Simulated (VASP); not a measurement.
# ZnSe (F-43m) in VASP: notebook

ZnSe is run at these levels: PBE; tasks: single point.

Everything below comes from runs of VASP 6.6.1. Logs are shortened: lines on timing, memory, paths and dates and some standing lists are left out, and cuts for length are marked.

### 1 The cell of the first run

It takes space group F-43m (No. 216, cubic). Conventional cell: a = 5.782 Å, b = 5.782 Å, c = 5.782 Å, α = 90.00°, β = 90.00°, γ = 90.00°. Within 3.3 Å of Zn (site symmetry -43m) lie 4 Se at 2.50 Å. Within 3.3 Å of Se (site symmetry -43m) lie 4 Zn at 2.50 Å.

### 2 Single point, PBE (volume 24.165 Å^3 an atom, c/a of the conventional cell 1.0000)

INCAR

```
ALGO     = Normal         # electronic algorithm
EDIFF    = 1E-7           # SCF threshold, eV
ENCUT    = 520            # plane-wave cutoff, eV
GGA      = PE             # functional
ISIF     = 2              # what is computed and relaxed
ISMEAR   = 0              # smearing method
LASPH    = T              # aspherical terms in the spheres
LCHARG   = F              # write CHGCAR
LREAL    = F              # projectors in reciprocal space
LWAVE    = F              # write WAVECAR
NBANDS   = 16             # bands
NELM     = 80             # most SCF steps
PREC     = Accurate       # precision mode
SIGMA    = 0.05           # smearing width, eV
```

KPOINTS

```
k-points
0
Gamma
  10 10 10
```

POSCAR

```
ZnSe
1.0
    0.0000000000      2.8910943601      2.8910943601
    2.8910943601      0.0000000000      2.8910943601
    2.8910943601      2.8910943601      0.0000000000
Zn Se
1 1
Direct
    0.0000000000      0.0000000000      0.0000000000
    0.7500000000      0.7500000000      0.7500000000
```

Potentials or basis: VASP PAW PBE potentials, release 64 (Zn, Se).

Command:

```console
$ cat potpaw_PBE.64/Zn/POTCAR potpaw_PBE.64/Se/POTCAR > POTCAR
$ mpirun -np 1 vasp_std > vasp.out
```

OUTCAR:

```text
EDIFF = 1E-7
   ENCUT = 520
   GGA = PE
   ISIF = 2
   ISMEAR = 0
   LASPH = T
   LREAL = F
   NELM = 80
   PREC = Accurate

 ion  position               nearest neighbor table
   1  0.000  0.000  0.000-   2 2.50   2 2.50   2 2.50   2 2.50
   2  0.750  0.750  0.750-   1 2.50   1 2.50   1 2.50   1 2.50

  LATTYP: Found a face centered cubic cell.
 ALAT       =     5.7821887202

  Lattice vectors:

 A1 = (   0.0000000000,   2.8910943601,   2.8910943601)
 A2 = (   2.8910943601,   0.0000000000,   2.8910943601)
 A3 = (   2.8910943601,   2.8910943601,   0.0000000000)

Analysis of symmetry for initial positions (statically):
=====================================================================
 Subroutine PRICEL returns:
 Original cell was already a primitive cell.

 Routine SETGRP: Setting up the symmetry group for a
 face centered cubic supercell.

 Subroutine GETGRP returns: Found 24 space group operations
 (whereof 24 operations were pure point group operations)
 out of a pool of 48 trial point group operations.

The static configuration has the point symmetry T_d .

Analysis of symmetry for dynamics (positions and initial velocities):
=====================================================================
 Subroutine PRICEL returns:
 Original cell was already a primitive cell.

 Routine SETGRP: Setting up the symmetry group for a
 face centered cubic supercell.

 Subroutine GETGRP returns: Found 24 space group operations
 (whereof 24 operations were pure point group operations)
 out of a pool of 48 trial point group operations.

The dynamic configuration has the point symmetry T_d .

 Subroutine INISYM returns: Found 24 space group operations
 (whereof 24 operations are pure point group operations),
 and found     1 'primitive' translations

----------------------------------------------------------------------------------------

                                     Primitive cell

  volume of cell :      48.3300

  direct lattice vectors                    reciprocal lattice vectors
     0.000000000  2.891094360  2.891094360    -0.172944891  0.172944891  0.172944891
     2.891094360  0.000000000  2.891094360     0.172944891 -0.172944891  0.172944891
     2.891094360  2.891094360  0.000000000     0.172944891  0.172944891 -0.172944891

  length of vectors
     4.088624854  4.088624854  4.088624854     0.299549339  0.299549339  0.299549339

  position of ions in fractional coordinates (direct lattice)
     0.000000000  0.000000000  0.000000000
     0.750000000  0.750000000  0.750000000

  ion indices of the primitive-cell ions
   primitive index   ion index
                 1           1
                 2           2

----------------------------------------------------------------------------------------

 KPOINTS: k-points

Automatic generation of k-mesh.
 Grid dimensions read from file:
 generate k-points for:   10   10   10

 Generating k-lattice:

  Cartesian coordinates                     Fractional coordinates (reciprocal lattice)
    -0.017294489  0.017294489  0.017294489     0.100000000  0.000000000  0.000000000
     0.017294489 -0.017294489  0.017294489     0.000000000  0.100000000  0.000000000
     0.017294489  0.017294489 -0.017294489     0.000000000  0.000000000  0.100000000

  Length of vectors
     0.029954934  0.029954934  0.029954934

  Shift w.r.t. Gamma in fractional coordinates (k-lattice)
     0.000000000  0.000000000  0.000000000

 Subroutine IBZKPT returns following result:
 ===========================================

 Found     47 irreducible k-points:

 Following reciprocal coordinates:
            Coordinates               Weight
  0.000000  0.000000  0.000000      1.000000
  0.100000  0.000000  0.000000      8.000000
  0.200000  0.000000  0.000000      8.000000
  0.300000  0.000000  0.000000      8.000000
  0.400000  0.000000  0.000000      8.000000
  0.500000  0.000000  0.000000      4.000000
[... 16 lines left out ...]
  0.300000  0.300000  0.000000      6.000000
  0.400000  0.300000  0.000000     24.000000
 [... further k-points ...]
   k-points           NKPTS =     47   k-points in BZ     NKDIM =     47   number of bands    NBANDS=     16
   number of dos      NEDOS =    301   number of ions     NIONS =      2
   total plane-waves  NPLWV =  27000
   dimension x,y,z NGX =    30 NGY =   30 NGZ =   30
   dimension x,y,z NGXF=    60 NGYF=   60 NGZF=   60
   ions per type =               1   1
   NGX,Y,Z   is equivalent  to a cutoff of  12.20, 12.20, 12.20 a.u.
   NGXF,Y,Z  is equivalent  to a cutoff of  24.40, 24.40, 24.40 a.u.
 SYSTEM =  unknown system
   PREC   = accura    normal or accurate (medium, high low for compatibility)
   ISTART =      0    job   : 0-new  1-cont  2-samecut
   ICHARG =      2    charge: 1-file 2-atom 10-const
   ISPIN  =      1    spin polarized calculation?
   LNONCOLLINEAR =      F non collinear calculations
   LSORBIT =      F    spin-orbit coupling
   LASPH  =      T    aspherical Exc in radial PAW
   ENCUT  =  520.0 eV  38.22 Ry    6.18 a.u.   7.60  7.60  7.60*2*pi/ulx,y,z
   NELM   =     80;   NELMIN=  2; NELMDL= -5     # of ELM steps
   EDIFF  = 0.1E-06   stopping-criterion for ELM
   LREAL  =      F    real-space projection
   EDIFFG = 0.1E-05   stopping-criterion for IOM
   NSW    =      0    number of steps for IOM
   IBRION =     -1    ionic relax: 0-MD 1-quasi-New 2-CG
   NFREE  =      0    steps in history (QN), initial steepest desc. (CG)
   ISIF   =      2    stress and relaxation
   ISYM   =      2    0-nonsym 1-usesym 2-fastsym
   POTIM  = 0.5000    time-step for ionic-motion
   TEBEG  =    0.0;   TEEND  =   0.0 temperature during run
   PSTRESS=    0.0 pullay stress
   NELECT =      18.0000    total number of electrons
   NUPDOWN=      -1.0000    fix difference up-down
   EMIN   =  10.00;   EMAX   =-10.00  energy-range for DOS
   EFERMI =   0.00;   METHOD = LEGACY
   ISMEAR =     0;   SIGMA  =   0.05  broadening in eV -4-tet -1-fermi 0-gaus
   EFERMI_NEDOS =   21; number of points for ismear=-14 and -15
   IALGO  =     38    algorithm
   IMIX   =      4    mixing-type and parameters
     AMIX     =   0.40;   BMIX     =  1.00
     AMIX_MAG =   1.60;   BMIX_MAG =  1.00
  volume/ion in A,a.u.               =      24.16       163.07
  Fermi-wavevector in a.u.,A,eV,Ry     =   1.177859  2.225831 18.876076  1.387352
  Thomas-Fermi vector in A             =   2.314198
   LORBIT       =      0    0 simple, 1 ext, 2 COOP (PROOUT), +10 PAW based schemes
   GGA     = PE    functional components
   LHFCALC =     F    Hartree Fock is set to
   AEXX    =    0.0000 exact exchange contribution
   IVDW    =     0    specifies the selected vdW correction
   LEPSILON=     F    determine dielectric tensor
   LRPA    =     F    only Hartree local field effects (RPA)
 non-spin polarized calculation
 Gauss-broadening in eV      SIGMA  =   0.05
  energy-cutoff  :      520.00
  volume of cell :       48.33
 maximum number of plane-waves:      1326
   NGX = 15   NGY = 15   NGZ = 15

 number of electron      18.0000003 magnetization

 Free energy of the ion-electron system (eV)
  ---------------------------------------------------
  ext. energy  EPLUGINS =         0.00000000
  ---------------------------------------------------
  free energy    TOTEN  =        -6.02917792 eV

  energy without entropy =       -6.02917792  energy(sigma->0) =       -6.02917792

 E-fermi :   1.3281     XC(G=0):  -9.0504

 val. band max:        1.1161602979   @ k =   0.0000   0.0000   0.0000
 cond. band min:       2.1701633572   @ k =   0.0000   0.0000   0.0000
 fundamental gap:      1.0540030593
 Fermi energy:         1.3280573738

 k-point     1 :       0.0000    0.0000    0.0000
  band No.  band energies     occupation
      1     -11.7765      2.00000
      2      -5.2289      2.00000
      3      -5.2289      2.00000
      4      -5.2289      2.00000
      5      -4.9112      2.00000
      6      -4.9112      2.00000
[... 8 lines left out ...]
     15      12.4501      0.00000
     16      12.4501      0.00000

 k-point     2 :       0.1000    0.0000    0.0000
  band No.  band energies     occupation
      1     -11.7186      2.00000
      2      -5.2230      2.00000
      3      -5.2199      2.00000
      4      -5.2199      2.00000
      5      -4.9120      2.00000
      6      -4.9120      2.00000
[... 8 lines left out ...]
     15      11.8827      0.00000
     16      11.8827      0.00000

 k-point     3 :       0.2000    0.0000    0.0000
  band No.  band energies     occupation
      1     -11.5602      2.00000
      2      -5.1975      2.00000
      3      -5.1975      2.00000
      4      -5.1931      2.00000
      5      -4.9123      2.00000
      6      -4.9123      2.00000
[... 8 lines left out ...]
     15      11.4297      0.00000
     16      11.9282      0.00000

 k-point     4 :       0.3000    0.0000    0.0000
  band No.  band energies     occupation
      1     -11.3485      2.00000
      2      -5.1733      2.00000
      3      -5.1733      2.00000
      4      -5.1052      2.00000
      5      -4.9081      2.00000
      6      -4.9081      2.00000
[... 8 lines left out ...]
     15      11.7516      0.00000
     16      11.7516      0.00000

 k-point     5 :       0.4000    0.0000    0.0000
  band No.  band energies     occupation
      1     -11.1616      2.00000
      2      -5.1575      2.00000
      3      -5.1575      2.00000
      4      -4.9272      2.00000
      5      -4.8999      2.00000
      6      -4.8999      2.00000
[... 8 lines left out ...]
     15      12.8410      0.00000
     16      12.8410      0.00000

 k-point     6 :       0.5000    0.0000    0.0000
  band No.  band energies     occupation
      1     -11.0859      2.00000
      2      -5.1525      2.00000
      3      -5.1525      2.00000
      4      -4.8955      2.00000
      5      -4.8955      2.00000
      6      -4.7732      2.00000
[... 8 lines left out ...]
     15      13.9741      0.00000
     16      13.9741      0.00000
[... 267 lines left out ...]
 k-point    21 :      -0.3000    0.2000    0.0000
  band No.  band energies     occupation
      1     -11.0997      2.00000
      2      -5.1413      2.00000
      3      -5.1305      2.00000
      4      -4.9758      2.00000
      5      -4.9180      2.00000
      6      -4.8617      2.00000
[... 8 lines left out ...]
     15      12.7462      0.00000
     16      14.3965      0.00000

 k-point    22 :      -0.2000    0.2000    0.0000
  band No.  band energies     occupation
      1     -11.2762      2.00000
      2      -5.1591      2.00000
      3      -5.1527      2.00000
      4      -5.0982      2.00000
      5      -4.9241      2.00000
      6      -4.8890      2.00000
[... 8 lines left out ...]
     15      12.8743      0.00000
     16      13.9619      0.00000

 k-point    23 :       0.3000    0.3000    0.0000
  band No.  band energies     occupation
      1     -11.2047      2.00000
      2      -5.2053      2.00000
      3      -5.0983      2.00000
      4      -5.0983      2.00000
      5      -4.9219      2.00000
      6      -4.8842      2.00000
[... 8 lines left out ...]
     15      13.6447      0.00000
     16      15.4366      0.00000

 k-point    24 :       0.4000    0.3000    0.0000
  band No.  band energies     occupation
      1     -11.0566      2.00000
      2      -5.1764      2.00000
      3      -5.0704      2.00000
      4      -5.0592      2.00000
      5      -4.8801      2.00000
      6      -4.8794      2.00000
[... 8 lines left out ...]
     15      14.2141      0.00000
     16      15.4196      0.00000

 [... further k-points ...]
[... 5 lines left out ...]
  --------------------------------------------------------------------------------------
  -------------------------------------------------------------------------------------
  Total       -0.3625745     -0.3625745     -0.3625745      0.0000000      0.0000000      0.0000000
  in kB      -12.0196280    -12.0196280    -12.0196280      0.0000000      0.0000000      0.0000000
  external PRESSURE =     -12.0196280 kB  Pullay stress =       0.0000000 kB

 VOLUME and BASIS-vectors are now :
 -----------------------------------------------------------------------------
  energy-cutoff  :      520.00
  volume of cell :       48.33
      direct lattice vectors                 reciprocal lattice vectors
     0.000000000  2.891094360  2.891094360    -0.172944891  0.172944891  0.172944891
     2.891094360  0.000000000  2.891094360     0.172944891 -0.172944891  0.172944891
     2.891094360  2.891094360  0.000000000     0.172944891  0.172944891 -0.172944891

 POSITION                                       TOTAL-FORCE (eV/Angst)
 -----------------------------------------------------------------------------------
      0.00000      0.00000      0.00000        -0.000000     -0.000000     -0.000000
      4.33664      4.33664      4.33664         0.000000      0.000000      0.000000
 -----------------------------------------------------------------------------------
    total drift:                                0.000001      0.000001      0.000001

  FREE ENERGIE OF THE ION-ELECTRON SYSTEM (eV)
  ---------------------------------------------------
  free  energy   TOTEN  =        -6.0291779200 eV

  energy  without entropy=       -6.0291779200  energy(sigma->0) =       -6.02917792
```

It took 23 s on 1 thread of AMD EPYC 9R45 (Zen 5), shared host; peak memory 0.16 GiB.

Results:

```yaml
Free_energy: -6.0292 eV
Pressure: -1.2 GPa
Band_gap_on_the_k_mesh: 1.05 eV, direct
```

Levels at points of the mesh, in eV from the valence-band top:
```
           k point  band 6  band 7  band 8  band 9  band 10  band 11  band 12  band 13
(0.00, 0.00, 0.00)   -6.03    0.00    0.00    0.00     1.05     5.81     5.81     5.81
(0.50, 0.00, 0.00)   -5.89   -4.86   -0.78   -0.78     2.44     6.39     6.39     8.40
(0.50, 0.50, 0.00)   -5.87   -4.50   -1.98   -1.98     3.12     3.45    10.32    10.84
```

### 3 Single point, PBE (volume 24.792 Å^3 an atom, c/a of the conventional cell 1.0000)

INCAR

```
PREC = Accurate ; ENCUT = 520
EDIFF = 1E-6 ; ISMEAR = 0
SIGMA = 0.05 ; LREAL = False
LASPH = True ; NELM = 60
ALGO = Normal ; ISIF = 2
LWAVE = False ; LCHARG = False
GGA = PE ; NBANDS = 16
```

KPOINTS

```
regular mesh
0
Gamma
  10 10 10
```

POSCAR

```
ZnSe
1.0
    0.0000000000      2.9158858681      2.9158858681
    2.9158858681      0.0000000000      2.9158858681
    2.9158858681      2.9158858681      0.0000000000
Zn Se
1 1
Direct
    0.0000000000      0.0000000000      0.0000000000
    0.7500000000      0.7500000000      0.7500000000
```

Potentials or basis: VASP PAW PBE potentials, release 64 (Zn, Se).

Command:

```console
$ cat potpaw_PBE.64/Zn/POTCAR potpaw_PBE.64/Se/POTCAR > POTCAR
$ mpirun -np 1 vasp_std > vasp.out
```

OUTCAR:

```text
PREC = Accurate
   ENCUT = 520
   EDIFF = 1E-6
   ISMEAR = 0
   LREAL = False
   LASPH = True
   NELM = 60
   ISIF = 2
   GGA = PE

 ion  position               nearest neighbor table
   1  0.000  0.000  0.000-   2 2.53   2 2.53   2 2.53   2 2.53
   2  0.750  0.750  0.750-   1 2.53   1 2.53   1 2.53   1 2.53

  LATTYP: Found a face centered cubic cell.
 ALAT       =     5.8317717362

  Lattice vectors:

 A1 = (   0.0000000000,   2.9158858681,   2.9158858681)
 A2 = (   2.9158858681,   0.0000000000,   2.9158858681)
[... 625 lines left out ...]
      4      -5.1951      2.00000
      5      -5.0294      2.00000
      6      -5.0262      2.00000
[... 8 lines left out ...]
     15      13.9280      0.00000
     16      15.0367      0.00000

 [... further k-points ...]
[... 5 lines left out ...]
  --------------------------------------------------------------------------------------
  -------------------------------------------------------------------------------------
  Total       -0.7472481     -0.7472481     -0.7472481      0.0000000      0.0000000     -0.0000000
  in kB      -24.1453676    -24.1453676    -24.1453676      0.0000000      0.0000000     -0.0000000
  external PRESSURE =     -24.1453676 kB  Pullay stress =       0.0000000 kB

 VOLUME and BASIS-vectors are now :
 -----------------------------------------------------------------------------
  energy-cutoff  :      520.00
  volume of cell :       49.58
      direct lattice vectors                 reciprocal lattice vectors
     0.000000000  2.915885868  2.915885868    -0.171474476  0.171474476  0.171474476
     2.915885868  0.000000000  2.915885868     0.171474476 -0.171474476  0.171474476
     2.915885868  2.915885868  0.000000000     0.171474476  0.171474476 -0.171474476

 POSITION                                       TOTAL-FORCE (eV/Angst)
 -----------------------------------------------------------------------------------
      0.00000      0.00000      0.00000        -0.000000      0.000000      0.000000
      4.37383      4.37383      4.37383         0.000000     -0.000000     -0.000000
 -----------------------------------------------------------------------------------
    total drift:                                0.000000      0.000000      0.000000

  FREE ENERGIE OF THE ION-ELECTRON SYSTEM (eV)
  ---------------------------------------------------
  free  energy   TOTEN  =        -6.0149071216 eV

  energy  without entropy=       -6.0149071216  energy(sigma->0) =       -6.01490712
```

OSZICAR:

```text
N       E                     dE             d eps       ncg     rms          rms(c)
DAV:   1     0.864397412850E+02    0.86440E+02   -0.86573E+03  1504   0.126E+03
DAV:   2    -0.626804301745E+00   -0.87067E+02   -0.81310E+02  1696   0.248E+02
DAV:   3    -0.626263466956E+01   -0.56358E+01   -0.56151E+01  1816   0.614E+01
DAV:   4    -0.630926557346E+01   -0.46631E-01   -0.46626E-01  1848   0.592E+00
DAV:   5    -0.630950239351E+01   -0.23682E-03   -0.23682E-03  1880   0.379E-01    0.410E+00
DAV:   6    -0.603190163151E+01    0.27760E+00   -0.53866E-01  2240   0.221E+01    0.317E+00
DAV:   7    -0.601461422841E+01    0.17287E-01   -0.14173E-01  1696   0.329E+00    0.136E+00
DAV:   8    -0.601450614636E+01    0.10808E-03   -0.40935E-03  1848   0.565E-01    0.410E-01
DAV:   9    -0.601479886800E+01   -0.29272E-03   -0.10042E-03  1800   0.235E-01    0.690E-02
DAV:  10    -0.601489479393E+01   -0.95926E-04   -0.12225E-04  1904   0.851E-02    0.148E-02
DAV:  11    -0.601490567875E+01   -0.10885E-04   -0.24080E-05  1784   0.384E-02    0.503E-03
DAV:  12    -0.601490699400E+01   -0.13152E-05   -0.28381E-06  1976   0.151E-02    0.331E-03
DAV:  13    -0.601490712161E+01   -0.12761E-06   -0.72175E-07  1496   0.732E-03
   1 F= -.60149071E+01 E0= -.60149071E+01  d E =-.997401E-17
```

It took 23 s on 1 thread of AMD EPYC 9R45 (Zen 5), shared host; peak memory 0.16 GiB.

What came out:

```
Free energy            : -6.0149 eV
Pressure               : -2.4 GPa
Band gap on the k mesh : 0.96 eV, direct
```
